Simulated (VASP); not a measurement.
A run of VASP 6.6.1 is set up as follows.

The input INCAR:

```
PREC = Accurate
ENCUT = 520
EDIFF = 1E-7
ISMEAR = -1
SIGMA = 0.05
LREAL = Auto
LASPH = True
NELM = 120
ALGO = Normal
ISIF = 2
LWAVE = False
LCHARG = False
GGA = PS
IBRION = 2
NSW = 100
EDIFFG = -0.03
ISYM = 0
GGA_COMPAT = False
NELMIN = 4
NCORE = 4
```

Contents of KPOINTS:

```
Automatic mesh
0
Gamma
  1 1 1
  0.25 0.25 0.25
```

The input POSCAR:

```
K3NaMg4F12
1.0
    7.9825440000      0.0000000000      0.0000000000
    0.0000000000      7.9825440000      0.0000000000
    0.0000000000      0.0000000000      7.9825440000
K Na Mg F
6 2 8 24
Direct
    0.0026990000      0.9984770000      0.0033710000
    0.0056790000      0.0023460000      0.5019160000
    0.0000290000      0.5007470000      0.0026450000
    0.4987730000      0.0004250000      0.0004550000
    0.5000920000      0.0031250000      0.4999790000
    0.4976020000      0.4988750000      0.0013790000
    0.0010520000      0.4977380000      0.5032810000
    0.5032780000      0.4967950000      0.4989880000
    0.2478070000      0.2507170000      0.2495290000
    0.2505190000      0.2506960000      0.7539620000
    0.2481840000      0.7496540000      0.2511820000
    0.2498160000      0.7516830000      0.7500830000
    0.7527190000      0.2521530000      0.2469780000
    0.7498030000      0.2517590000      0.7504300000
    0.7524260000      0.7487120000      0.2503380000
    0.7457900000      0.7489450000      0.7489210000
    0.2513900000      0.2521330000      0.0029000000
    0.2510130000      0.2489430000      0.5024250000
    0.2499270000      0.7502350000      0.9989450000
    0.2472160000      0.7480350000      0.4994430000
    0.7521290000      0.2488880000      0.0019540000
    0.7465750000      0.2493780000      0.5027770000
    0.7487790000      0.7477730000      0.9984740000
    0.7492760000      0.7467760000      0.4979530000
    0.9988120000      0.2494000000      0.2540020000
    0.0026080000      0.2534600000      0.7474880000
    0.9929590000      0.7522790000      0.2475590000
    0.9977960000      0.7467500000      0.7509070000
    0.4975420000      0.2547940000      0.2493890000
    0.5006230000      0.2448250000      0.7489660000
    0.5031960000      0.7529310000      0.2516840000
    0.4975940000      0.7512380000      0.7517160000
    0.2465790000      0.0023120000      0.2507510000
    0.2483700000      0.9986460000      0.7559300000
    0.2505360000      0.5035560000      0.2519090000
    0.2520290000      0.4997970000      0.7508300000
    0.7452350000      0.0004390000      0.2495440000
    0.7488540000      0.0001650000      0.7500130000
    0.7485250000      0.5004660000      0.2476700000
    0.7518030000      0.5033980000      0.7542990000
```

Potentials or basis: VASP PAW PBE potentials, release 64 (K_sv, Na_pv, Mg, F).

The run is started by

```bash
$ cat potpaw_PBE.64/K_sv/POTCAR potpaw_PBE.64/Na_pv/POTCAR potpaw_PBE.64/Mg/POTCAR potpaw_PBE.64/F/POTCAR > POTCAR
$ mpirun -np 4 vasp_std > vasp.out
```

**Question.** What does it give for the energy gained by relaxing?

**Answer.** 4.0 meV/atom.

**Question.** What does it give for the band gap on the k mesh?

**Answer.** 7.48 eV.

Forces in eV/Å, atoms in the order of the input:
```
K   -0.003  0.004 -0.006
K   -0.011 -0.006 -0.010
K    0.003 -0.003  0.002
K   -0.004  0.003  0.002
K   -0.008 -0.005  0.007
K    0.001  0.000 -0.004
Na   0.005  0.006 -0.002
Na   0.004  0.002  0.003
Mg   0.009 -0.012 -0.005
Mg   0.003  0.002 -0.004
Mg   0.002 -0.009 -0.006
Mg  -0.002  0.004  0.002
Mg   0.000 -0.007 -0.005
Mg  -0.013 -0.002 -0.006
Mg   0.025 -0.006  0.002
Mg  -0.005  0.000  0.009
F   -0.002 -0.004  0.003
F   -0.004  0.001  0.002
F    0.002  0.002 -0.008
F    0.008  0.009  0.001
F   -0.004  0.006  0.018
F   -0.001 -0.003  0.001
F    0.005  0.002  0.012
F    0.003  0.014 -0.018
F   -0.005 -0.004 -0.004
F    0.002  0.000  0.000
F    0.015 -0.007  0.005
F    0.003 -0.005  0.003
F   -0.004 -0.005 -0.005
F   -0.001 -0.001  0.004
F   -0.022 -0.014  0.008
F   -0.004  0.001  0.005
F    0.001  0.019 -0.002
F    0.007  0.004 -0.008
F    0.006 -0.011 -0.006
F   -0.009 -0.008 -0.001
F    0.006 -0.004  0.006
F   -0.006  0.024  0.001
F   -0.003  0.011 -0.002
F    0.000  0.003  0.008
```

Caveat: the k points lie up to 0.79 Å⁻¹ apart; the PAW data sets were made with another functional, which shifts forces and pressure a little.
